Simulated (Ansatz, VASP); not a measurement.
# Two plane-wave programs on Cu

INCAR

```
  PREC = Accurate
  ENCUT = 600
  EDIFF = 1E-6
  ISMEAR = 0
  SIGMA = 0.1
  LREAL = False
  LASPH = True
  NELM = 60
  ALGO = Normal
  ISIF = 3
  LWAVE = False
  LCHARG = False
  GGA = PE
  IBRION = 2
  NSW = 90
  EDIFFG = -0.04
```

File KPOINTS:

```
regular mesh
0
Gamma
  6 6 4
```

The input POSCAR:

```
Cu
1.0
    2.5470777900      0.0000000000      0.0000000000
   -1.2735389000      2.2058340700      0.0000000000
    0.0000000000      0.0000000000      6.3060092000
Cu
3
Direct
    0.3333333300      0.6666666700      0.7981972200
    0.0000000000      0.0000000000      0.5000000000
    0.6666666700      0.3333333300      0.2018027800
```

Input for Ansatz:

```yaml
crystal:
  lattice:
    - [2.54707779, 0.0, 0.0]
    - [-1.2735389, 2.20583407, 0.0]
    - [0.0, 0.0, 6.3060092]
  atoms:
    - { symbol: Cu, position: [0.33333333, 0.66666667, 0.79819722] }
    - { symbol: Cu, position: [0.0, 0.0, 0.5] }
    - { symbol: Cu, position: [0.66666667, 0.33333333, 0.20180278] }
basis:
  ecutwfc: 420
kpoints:
  mp_grid: { grid: [6, 6, 4] }
hamiltonian:
  xc: pbe
scf:
  occupations: { method: gaussian, width: 0.1 }
  lower_state_search: "off"
output:
  forces: true
  stress: true
  eigenvalues: true
relax:
  adjacent_minimum: "off"
  f_tol: 0.04
  max_steps: 70
  cell: { stress_tol: 0.4 }
```

Alike in both runs: task relaxation of cell and atoms; functional PBE; k mesh 6 × 6 × 4; occupations gaussian, width 0.1 eV; no spin polarisation.

|  | VASP | Ansatz |
| --- | --- | --- |
| version | VASP 6.6.1 | Ansatz 0.2.0 |
| potentials or method | VASP PAW PBE potentials, release 64 (Cu), cutoff 600 eV | scalar-relativistic, plane waves, PAW |
| valence electrons in the cell | 33 | 57 |

|  | VASP | Ansatz | Ansatz less VASP |
| --- | --- | --- | --- |
| gap on the k mesh at the Fermi level, each at its own relaxed structure (eV) | none | none | - |
| relaxed volume (Å³/atom) | 12.04 | 12.00 | -0.037 |
| relaxed length of the cell vector where the two differ most in proportion (Å) | 2.612 | 2.607 | -0.0046 |

A gap of «none» marks a metal or a gap that the smearing closes. VASP's potentials hold 33 valence electrons a cell and Ansatz's 57, so a difference there can come from the potentials and not from the codes.

The k mesh is coarse, so the values compare programs but aren't converged.
